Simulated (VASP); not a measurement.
A run of VASP 6.6.1:

The input INCAR:

```
SYSTEM = VSi
PREC     = Accurate       ! precision mode
ENCUT    = 600            ! plane-wave cutoff, eV
EDIFF    = 1E-7           ! SCF threshold, eV
ISMEAR   = -1             ! smearing method
SIGMA    = 0.1            ! smearing width, eV
LREAL    = .False.        ! projectors in reciprocal space
LASPH    = .True.         ! aspherical terms in the spheres
NELM     = 80             ! most SCF steps
ALGO     = Normal         ! electronic algorithm
ISIF     = 3              ! what is computed and relaxed
LWAVE    = .False.        ! write WAVECAR
LCHARG   = .False.        ! write CHGCAR
GGA      = CA             ! functional
IBRION   = 2              ! ionic algorithm
NSW      = 60             ! ionic steps
EDIFFG   = -0.005         ! ionic threshold
PSTRESS  = 790.0
```

File KPOINTS:

```
Automatic mesh
0
Gamma
  10 10 6
  0 0 0
```

Contents of POSCAR:

```
VSi
1.0
    3.1851047202      0.0000000000      0.0000000000
   -1.5925523601      2.7583816014      0.0000000000
    0.0000000000      0.0000000000      5.1917206940
V Si
2 2
Direct
    0.3333333333      0.6666666667      0.0000000000
    0.6666666667      0.3333333333      0.5000000000
    0.3333333333      0.6666666667      0.3760000000
    0.6666666667      0.3333333333      0.8760000000
```

Potentials or basis: VASP PAW LDA potentials, release 64 (V_sv, Si).

The run is started by

```sh
$ cat potpaw_LDA.64/V_sv/POTCAR potpaw_LDA.64/Si/POTCAR > POTCAR
$ mpirun -np 1 vasp_std > vasp.out
```

Hardware: 1 thread of Intel Xeon 8259CL, on a shared host.

Question: How long does it take, and how much memory?

Answer: Run time: 38 min on 1 thread of Intel Xeon 8259CL (shared host), peak memory 0.21 GiB. Counts: scf iterations 299, k points 56, ion steps 35.
